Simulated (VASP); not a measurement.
# SnSe (I4/mmm) in VASP: a series of runs

Runs on SnSe. Level: LDA. Tasks: single point.

All numbers are computed with VASP 6.6.1; they aren't measurements. Logs are shortened: lines on timing, memory, paths and dates and some standing lists are left out, and cuts for length are marked.

## 1. The cell of the first run

The structure is tetragonal, space group I4/mmm (No. 139). Conventional cell: a = 4.167 Å, b = 4.167 Å, c = 5.775 Å, α = 90.00°, β = 90.00°, γ = 90.00°. Within 3.8 Å of Sn (site symmetry 4/mmm) lie 6 Se at 2.89 to 2.95 Å. Within 3.8 Å of Se (site symmetry 4/mmm) lie 6 Sn at 2.89 to 2.95 Å.

## 2. Single point, LDA (strain -0.0200 x Voigt [0, 1, 0, 0, 0, 0])

File INCAR:

```
SYSTEM = SnSe
PREC = Accurate
ENCUT = 520
EDIFF = 1E-6
ISMEAR = 0
SIGMA = 0.05
LREAL = .False.
LASPH = .True.
NELM = 100
ALGO = Normal
ISIF = 2
LWAVE = .False.
LCHARG = .False.
GGA = CA
NBANDS = 17
```

File KPOINTS:

```
regular mesh
0
Gamma
  8 8 8
  0 0 0
```

File POSCAR:

```
SnSe
1.0
    0.0000000000      2.8877148147      2.9466477701
    2.9466477701      0.0000000000      2.9466477701
    2.9466477701      2.8877148147      0.0000000000
Sn Se
1 1
Direct
    0.0000000000      0.0000000000      0.0000000000
    0.5000000000      0.5000000000      0.5000000000
```

Potentials or basis: VASP PAW LDA potentials, release 64 (Sn_d, Se).

Command:

```console
cat potpaw_LDA.64/Sn_d/POTCAR potpaw_LDA.64/Se/POTCAR > POTCAR
mpirun -np 1 vasp_std > vasp.out
```

OUTCAR:

```text
SYSTEM = SnSe
   PREC = Accurate
   ENCUT = 520
   EDIFF = 1E-6
   ISMEAR = 0
   LREAL = .False.
   LASPH = .True.
   NELM = 100
   ISIF = 2
   GGA = CA

 ion  position               nearest neighbor table
   1  0.000  0.000  0.000-   2 2.89   2 2.89   2 2.95   2 2.95   2 2.95   2 2.95
   2  0.500  0.500  0.500-   1 2.89   1 2.89   1 2.95   1 2.95   1 2.95   1 2.95

  LATTYP: Found a body centered tetragonal cell.
 ALAT       =     4.1671892400
 C/A-ratio  =     1.3859292911

  Lattice vectors:

 A1 = (   0.0000000000,  -2.8877148147,   2.9466477701)
 A2 = (   0.0000000000,  -2.8877148147,  -2.9466477701)
 A3 = (   2.9466477701,   2.8877148147,   0.0000000000)

Analysis of symmetry for initial positions (statically):
=====================================================================
 Subroutine PRICEL returns:
 Original cell was already a primitive cell.

 Routine SETGRP: Setting up the symmetry group for a
 body centered tetragonal supercell.

 Subroutine GETGRP returns: Found 16 space group operations
 (whereof 16 operations were pure point group operations)
 out of a pool of 16 trial point group operations.

The static configuration has the point symmetry D_4h.

Analysis of symmetry for dynamics (positions and initial velocities):
=====================================================================
 Subroutine PRICEL returns:
 Original cell was already a primitive cell.

 Routine SETGRP: Setting up the symmetry group for a
 body centered tetragonal supercell.

 Subroutine GETGRP returns: Found 16 space group operations
 (whereof 16 operations were pure point group operations)
 out of a pool of 16 trial point group operations.

The dynamic configuration has the point symmetry D_4h.

 Subroutine INISYM returns: Found 16 space group operations
 (whereof 16 operations are pure point group operations),
 and found     1 'primitive' translations

----------------------------------------------------------------------------------------

                                     Primitive cell

  volume of cell :      50.1465

  direct lattice vectors                    reciprocal lattice vectors
     0.000000000  2.887714815  2.946647770    -0.169684346  0.173147292  0.169684346
     2.946647770  0.000000000  2.946647770     0.169684346 -0.173147292  0.169684346
     2.946647770  2.887714815  0.000000000     0.169684346  0.173147292 -0.169684346

  length of vectors
     4.125727806  4.167189240  4.125727806     0.295914750  0.295914750  0.295914750

  position of ions in fractional coordinates (direct lattice)
     0.000000000  0.000000000  0.000000000
     0.500000000  0.500000000  0.500000000

  ion indices of the primitive-cell ions
   primitive index   ion index
                 1           1
                 2           2

----------------------------------------------------------------------------------------

 KPOINTS: regular mesh

Automatic generation of k-mesh.
 Grid dimensions read from file:
 generate k-points for:    8    8    8

 Generating k-lattice:

  Cartesian coordinates                     Fractional coordinates (reciprocal lattice)
    -0.021210543  0.021643411  0.021210543     0.125000000  0.000000000 -0.000000000
     0.021210543 -0.021643411  0.021210543     0.000000000  0.125000000  0.000000000
     0.021210543  0.021643411 -0.021210543    -0.000000000  0.000000000  0.125000000

  Length of vectors
     0.036989344  0.036989344  0.036989344

  Shift w.r.t. Gamma in fractional coordinates (k-lattice)
     0.000000000  0.000000000  0.000000000

 Subroutine IBZKPT returns following result:
 ===========================================

 Found     59 irreducible k-points:

 Following reciprocal coordinates:
            Coordinates               Weight
  0.000000  0.000000  0.000000      1.000000
  0.125000  0.000000 -0.000000      8.000000
  0.250000  0.000000 -0.000000      8.000000
  0.375000  0.000000 -0.000000      8.000000
  0.500000  0.000000 -0.000000      4.000000
  0.125000  0.125000  0.000000      4.000000
[... 16 lines left out ...]
  0.250000  0.000000  0.125000      8.000000
  0.375000  0.000000  0.125000      8.000000
 [... further k-points ...]
   k-points           NKPTS =     59   k-points in BZ     NKDIM =     59   number of bands    NBANDS=     17
   number of dos      NEDOS =    301   number of ions     NIONS =      2
   total plane-waves  NPLWV =  32768
   dimension x,y,z NGX =    32 NGY =   32 NGZ =   32
   dimension x,y,z NGXF=    64 NGYF=   64 NGZF=   64
   ions per type =               1   1
   NGX,Y,Z   is equivalent  to a cutoff of  12.89, 12.77, 12.89 a.u.
   NGXF,Y,Z  is equivalent  to a cutoff of  25.79, 25.53, 25.79 a.u.
 SYSTEM =  SnSe
   PREC   = accura    normal or accurate (medium, high low for compatibility)
   ISTART =      0    job   : 0-new  1-cont  2-samecut
   ICHARG =      2    charge: 1-file 2-atom 10-const
   ISPIN  =      1    spin polarized calculation?
   LNONCOLLINEAR =      F non collinear calculations
   LSORBIT =      F    spin-orbit coupling
   LASPH  =      T    aspherical Exc in radial PAW
   ENCUT  =  520.0 eV  38.22 Ry    6.18 a.u.   7.67  7.75  7.67*2*pi/ulx,y,z
   NELM   =    100;   NELMIN=  2; NELMDL= -5     # of ELM steps
   EDIFF  = 0.1E-05   stopping-criterion for ELM
   LREAL  =      F    real-space projection
[... 7 lines left out ...]
   TEBEG  =    0.0;   TEEND  =   0.0 temperature during run
   PSTRESS=    0.0 pullay stress
   NELECT =      20.0000    total number of electrons
   NUPDOWN=      -1.0000    fix difference up-down
   EMIN   =  10.00;   EMAX   =-10.00  energy-range for DOS
   EFERMI =   0.00;   METHOD = LEGACY
   ISMEAR =     0;   SIGMA  =   0.05  broadening in eV -4-tet -1-fermi 0-gaus
   EFERMI_NEDOS =   21; number of points for ismear=-14 and -15
   IALGO  =     38    algorithm
   IMIX   =      4    mixing-type and parameters
     AMIX     =   0.40;   BMIX     =  1.00
     AMIX_MAG =   1.60;   BMIX_MAG =  1.00
  volume/ion in A,a.u.               =      25.07       169.20
  Fermi-wavevector in a.u.,A,eV,Ry     =   1.205049  2.277212 19.757595  1.452142
  Thomas-Fermi vector in A             =   2.340756
   LORBIT       =      0    0 simple, 1 ext, 2 COOP (PROOUT), +10 PAW based schemes
   GGA     = CA    functional components
   LHFCALC =     F    Hartree Fock is set to
   AEXX    =    0.0000 exact exchange contribution
   IVDW    =     0    specifies the selected vdW correction
   LEPSILON=     F    determine dielectric tensor
   LRPA    =     F    only Hartree local field effects (RPA)
 non-spin polarized calculation
 Gauss-broadening in eV      SIGMA  =   0.05
  energy-cutoff  :      520.00
  volume of cell :       50.15
 maximum number of plane-waves:      1360
   NGX = 15   NGY = 15   NGZ = 15

 number of electron      19.9999994 magnetization

 Free energy of the ion-electron system (eV)
  ---------------------------------------------------
  ext. energy  EPLUGINS =         0.00000000
  ---------------------------------------------------
  free energy    TOTEN  =        -9.49793155 eV

  energy without entropy =       -9.49793155  energy(sigma->0) =       -9.49793155

 E-fermi :   6.6750     XC(G=0): -10.2588

 val. band max:        6.3472826284   @ k =  -0.2500   0.1250   0.0000
 cond. band min:       7.0555060482   @ k =  -0.3750   0.0000   0.1250
 fundamental gap:      0.7082234198
 Fermi energy:         6.6750061852

 k-point     1 :       0.0000    0.0000    0.0000
  band No.  band energies     occupation
      1     -15.0965      2.00000
      2     -15.0907      2.00000
      3     -15.0897      2.00000
      4     -15.0861      2.00000
      5     -15.0861      2.00000
      6      -8.0637      2.00000
[... 9 lines left out ...]
     16      12.2792      0.00000
     17      14.4111      0.00000

 k-point     2 :       0.1250    0.0000   -0.0000
  band No.  band energies     occupation
      1     -15.0976      2.00000
      2     -15.0924      2.00000
      3     -15.0883      2.00000
      4     -15.0846      2.00000
      5     -15.0838      2.00000
      6      -7.9357      2.00000
[... 9 lines left out ...]
     16      12.6203      0.00000
     17      15.6658      0.00000

 k-point     3 :       0.2500    0.0000   -0.0000
  band No.  band energies     occupation
      1     -15.1010      2.00000
      2     -15.0970      2.00000
      3     -15.0864      2.00000
      4     -15.0792      2.00000
      5     -15.0773      2.00000
      6      -7.5861      2.00000
[... 9 lines left out ...]
     16      13.6068      0.00000
     17      17.9932      0.00000

 k-point     4 :       0.3750    0.0000   -0.0000
  band No.  band energies     occupation
      1     -15.1049      2.00000
      2     -15.1016      2.00000
      3     -15.0853      2.00000
      4     -15.0731      2.00000
      5     -15.0704      2.00000
      6      -7.1509      2.00000
[... 9 lines left out ...]
     16      15.1844      0.00000
     17      18.2510      0.00000

 k-point     5 :       0.5000    0.0000   -0.0000
  band No.  band energies     occupation
      1     -15.1066      2.00000
      2     -15.1035      2.00000
      3     -15.0849      2.00000
      4     -15.0705      2.00000
      5     -15.0675      2.00000
      6      -6.9296      2.00000
[... 9 lines left out ...]
     16      16.8141      0.00000
     17      16.8728      0.00000

 k-point     6 :       0.1250    0.1250    0.0000
  band No.  band energies     occupation
      1     -15.1002      2.00000
      2     -15.0902      2.00000
      3     -15.0875      2.00000
      4     -15.0864      2.00000
      5     -15.0822      2.00000
      6      -7.8955      2.00000
[... 9 lines left out ...]
     16      13.3907      0.00000
     17      14.9188      0.00000

 k-point     7 :       0.2500    0.1250   -0.0000
  band No.  band energies     occupation
      1     -15.1050      2.00000
      2     -15.0919      2.00000
      3     -15.0874      2.00000
      4     -15.0816      2.00000
      5     -15.0768      2.00000
      6      -7.6206      2.00000
[... 9 lines left out ...]
     16      14.3281      0.00000
     17      16.2963      0.00000

 k-point     8 :       0.3750    0.1250   -0.0000
  band No.  band energies     occupation
      1     -15.1091      2.00000
      2     -15.0964      2.00000
      3     -15.0850      2.00000
      4     -15.0766      2.00000
      5     -15.0706      2.00000
      6      -7.2063      2.00000
[... 9 lines left out ...]
     16      15.7650      0.00000
     17      18.1085      0.00000
[... 203 lines left out ...]
      1     -15.1343      2.00000
      2     -15.0928      2.00000
      3     -15.0844      2.00000
      4     -15.0687      2.00000
      5     -15.0611      2.00000
      6      -6.6516      2.00000
[... 9 lines left out ...]
     16      17.9151      0.00000
     17      18.3221      0.00000

 k-point    20 :      -0.3750    0.3750    0.0000
  band No.  band energies     occupation
      1     -15.1277      2.00000
      2     -15.0895      2.00000
      3     -15.0861      2.00000
      4     -15.0718      2.00000
      5     -15.0638      2.00000
      6      -6.5886      2.00000
[... 9 lines left out ...]
     16      16.7412      0.00000
     17      19.0270      0.00000

 k-point    21 :       0.5000    0.5000    0.0000
  band No.  band energies     occupation
      1     -15.1399      2.00000
      2     -15.0957      2.00000
      3     -15.0816      2.00000
      4     -15.0665      2.00000
      5     -15.0587      2.00000
      6      -6.5934      2.00000
[... 9 lines left out ...]
     16      18.8262      0.00000
     17      19.1406      0.00000

 k-point    22 :       0.1250    0.0000    0.1250
  band No.  band energies     occupation
      1     -15.0952      2.00000
      2     -15.0948      2.00000
      3     -15.0912      2.00000
      4     -15.0823      2.00000
      5     -15.0823      2.00000
      6      -7.8865      2.00000
[... 9 lines left out ...]
     16      13.3380      0.00000
     17      14.7764      0.00000

 k-point    23 :       0.2500    0.0000    0.1250
  band No.  band energies     occupation
      1     -15.1008      2.00000
      2     -15.0955      2.00000
      3     -15.0912      2.00000
      4     -15.0780      2.00000
      5     -15.0764      2.00000
      6      -7.6032      2.00000
[... 9 lines left out ...]
     16      14.3721      0.00000
     17      16.1702      0.00000

 k-point    24 :       0.3750    0.0000    0.1250
  band No.  band energies     occupation
      1     -15.1060      2.00000
      2     -15.0993      2.00000
      3     -15.0885      2.00000
      4     -15.0738      2.00000
      5     -15.0695      2.00000
      6      -7.1850      2.00000
[... 9 lines left out ...]
     16      15.8715      0.00000
     17      18.1237      0.00000

 [... further k-points ...]
[... 5 lines left out ...]
  --------------------------------------------------------------------------------------
  -------------------------------------------------------------------------------------
  Total        0.1163718      1.1532453      0.1163718      0.0000000      0.0000000      0.0000000
  in kB        3.7180687     36.8461009      3.7180687      0.0000000      0.0000000      0.0000000
  external PRESSURE =      14.7607461 kB  Pullay stress =       0.0000000 kB

 VOLUME and BASIS-vectors are now :
 -----------------------------------------------------------------------------
  energy-cutoff  :      520.00
  volume of cell :       50.15
      direct lattice vectors                 reciprocal lattice vectors
     0.000000000  2.887714815  2.946647770    -0.169684346  0.173147292  0.169684346
     2.946647770  0.000000000  2.946647770     0.169684346 -0.173147292  0.169684346
     2.946647770  2.887714815  0.000000000     0.169684346  0.173147292 -0.169684346

 POSITION                                       TOTAL-FORCE (eV/Angst)
 -----------------------------------------------------------------------------------
      0.00000      0.00000      0.00000         0.000000      0.000000      0.000000
      2.94665      2.88771      2.94665         0.000000     -0.000000      0.000000
 -----------------------------------------------------------------------------------
    total drift:                                0.000000     -0.000000     -0.000000

  FREE ENERGIE OF THE ION-ELECTRON SYSTEM (eV)
  ---------------------------------------------------
  free  energy   TOTEN  =        -9.4979315483 eV

  energy  without entropy=       -9.4979315483  energy(sigma->0) =       -9.49793155
```

Run time: 23 s. Hardware: 1 thread of AMD EPYC 9R45 (Zen 5), shared host; peak memory 0.15 GiB.

What came out:

* Free energy: -9.4979 eV
* Pressure: 1.5 GPa
* Band gap on the k mesh: 0.71 eV, indirect (least direct gap 0.87 eV)

Caveat: the cell differs from its parent crystal (strain -0.0200 x Voigt [0, 1, 0, 0, 0, 0]); spin-orbit coupling is left out, which moves the levels of the heavy elements. A k mesh can miss the band edges.

(Part 1 of 2 ends here.)
